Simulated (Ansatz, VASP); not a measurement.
## Be: VASP beside Ansatz

INCAR

```
SYSTEM = Be
PREC = Accurate
ENCUT = 600
EDIFF = 1E-6
ISMEAR = 0
SIGMA = 0.1
LREAL = .FALSE.
LASPH = .TRUE.
NELM = 100
ALGO = Fast
ISIF = 3
LWAVE = .FALSE.
LCHARG = .FALSE.
GGA = PS
IBRION = 2
NSW = 90
EDIFFG = -0.04
```

The input KPOINTS:

```
Automatic mesh
0
G
  6 6 6
  0 0 0
```

POSCAR

```
Be
1.0
    1.7017506994     -2.8841518492      0.0000000000
    1.7017506994      2.8841518492      0.0000000000
    0.0000000000      0.0000000000      3.4080286358
Be
4
Direct
    0.1525000000      0.8475000000      0.0785000000
    0.6525000000      0.3475000000      0.4215000000
    0.8475000000      0.1525000000      0.9215000000
    0.3475000000      0.6525000000      0.5785000000
```

Input for Ansatz:

```yaml
crystal:
  lattice:
    - [1.7017506994, -2.8841518492, 0.0]
    - [1.7017506994, 2.8841518492, 0.0]
    - [0.0, 0.0, 3.4080286358]
  atoms:
    - { symbol: Be, position: [0.1525, 0.8475, 0.0785] }
    - { symbol: Be, position: [0.6525, 0.3475, 0.4215] }
    - { symbol: Be, position: [0.8475, 0.1525, 0.9215] }
    - { symbol: Be, position: [0.3475, 0.6525, 0.5785] }
basis:
  ecutwfc: 420
kpoints:
  mp_grid: { grid: [6, 6, 6] }
hamiltonian:
  xc: pbesol
scf:
  occupations: { method: gaussian, width: 0.1 }
  lower_state_search: "off"
output:
  forces: true
  stress: true
  eigenvalues: true
relax:
  adjacent_minimum: "off"
  f_tol: 0.04
  max_steps: 70
  cell: { stress_tol: 0.4 }
```

Alike in both runs: task relaxation of cell and atoms; functional PBEsol; k mesh 6 × 6 × 6; occupations gaussian, width 0.1 eV; no spin polarisation.

|  | VASP | Ansatz |
| --- | --- | --- |
| version | VASP 6.6.1 | Ansatz 0.2.0 |
| potentials or method | VASP PAW PBE potentials, release 64 (Be), cutoff 600 eV | scalar-relativistic, plane waves, PAW |
| valence electrons in the cell | 8 | 8 |

Ansatz gave:

* gap on the k mesh at the Fermi level, each at its own relaxed structure (eV): none
* relaxed volume (Å³/atom): 8.78
* relaxed length of the cell vector where the two differ most in proportion (Å): 4.375

**Question.** Which values does VASP return?

**Answer.** gap on the k mesh at the Fermi level, each at its own relaxed structure (eV): none; relaxed volume (Å³/atom): 8.81; relaxed length of the cell vector where the two differ most in proportion (Å): 4.388.

VASP's potentials were made for PBE, not for PBEsol. A gap of «none» marks a metal or a gap that the smearing closes.
